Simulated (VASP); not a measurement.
**HC18: single point with PBE+D3(BJ)**

System: HC18, a slab with vacuum.

```
CELL_PARAMETERS angstrom
7.39800 0.00000 0.00000
-3.69900 6.40686 0.00000
0.00000 0.00000 13.00000
ATOMIC_POSITIONS crystal
C 0.00120 0.00501 0.07406
C 0.22079 0.11785 0.07710
C 0.00130 0.33733 0.07110
C 0.22280 0.44807 0.07152
C 0.00120 0.66954 0.07407
C 0.22078 0.77629 0.07711
C 0.33463 0.00399 0.09507
C 0.56233 0.11784 0.07711
C 0.33362 0.33742 0.07406
C 0.55665 0.44804 0.07474
C 0.33362 0.66954 0.07407
C 0.55666 0.78197 0.07474
C 0.66908 0.00501 0.07406
C 0.89055 0.11583 0.07151
C 0.66908 0.33743 0.07407
C 0.89055 0.44807 0.07152
C 0.66796 0.67066 0.07439
C 0.89058 0.78197 0.07474
H 0.33463 0.00401 0.18188
```

| Quantity | Value |
| --- | --- |
| Program | VASP 6.6.1 |
| Task | single point |
| Functional | PBE |
| Dispersion | D3(BJ) |
| Potentials or basis | VASP PAW PBE potentials, release 64 (C, H) |
| Cutoff | 520 eV |
| k mesh | 2 × 2 × 1 |
| Occupations | gaussian, width 0.02 eV |
| Spin | collinear spin |
| Starting moments | [0.0, 0.0, 0.0, 0.0, 0.0, 0.0, 0.0, 0.0, 0.0, 0.0, 0.0, 0.0, 0.0, 0.0, 0.0, 0.0, 0.0, 0.0, 1.0] μB |

- Largest force: 0.035 eV/Å
- Net moment: 0.00 μB per cell
- Valence electrons inside the program's atomic spheres: C 2.67, 2.64, 2.66, 2.65 (each value once); H 0.63
- Dispersion energy per atom: -0.086 eV

Forces on the atoms (eV/Å):
```
C   -0.001 -0.007  0.001
C    0.008 -0.006 -0.007
C    0.006 -0.003  0.000
C   -0.002  0.005 -0.004
C   -0.012 -0.002  0.000
C    0.004  0.005 -0.007
C    0.004 -0.004 -0.017
C    0.000 -0.010 -0.004
C    0.005  0.007  0.000
C   -0.001  0.000  0.004
C    0.006  0.001 -0.001
C   -0.006  0.003 -0.005
C    0.001 -0.012  0.000
C   -0.002 -0.001 -0.001
C   -0.007  0.016  0.000
C   -0.008  0.007 -0.002
C    0.002 -0.003  0.004
C    0.002  0.003  0.004
H   -0.001  0.000  0.035
```

Levels at points of the mesh, in eV from the Fermi level:
Spin up:
```tsv
k point	band 33	band 34	band 35	band 36	band 37	band 38	band 39	band 40
(0.00, 0.00, 0.00)	-3.12	-3.12	-1.81	-0.12	-0.12	-0.04	2.10	3.10
(0.50, 0.00, 0.00)	-2.79	-2.77	-2.68	-2.47	0.05	1.80	2.38	2.43
(0.00, 0.50, 0.00)	-2.79	-2.77	-2.68	-2.47	0.05	1.80	2.38	2.43
(0.50, 0.50, 0.00)	-2.79	-2.77	-2.68	-2.47	0.05	1.80	2.38	2.43
```
Spin down:
```
           k point  band 32  band 33  band 34  band 35  band 36  band 37  band 38  band 39  band 40  band 41
(0.00, 0.00, 0.00)    -4.65    -3.12    -3.12    -1.81    -0.12    -0.12    -0.04     2.10     3.10     3.88
(0.50, 0.00, 0.00)    -4.15    -2.79    -2.77    -2.68    -2.47     0.05     1.80     2.38     2.43     2.49
(0.00, 0.50, 0.00)    -4.15    -2.79    -2.77    -2.68    -2.47     0.05     1.80     2.38     2.43     2.49
(0.50, 0.50, 0.00)    -4.15    -2.79    -2.77    -2.68    -2.47     0.05     1.80     2.38     2.43     2.49
```

Run time: 9.4 min on 1 thread of AMD EPYC 7R43 64-Core Processor (Zen 3), with other jobs on the host, peak memory 0.88 GiB.

Caveat: the k points lie up to 0.49 Å⁻¹ apart.
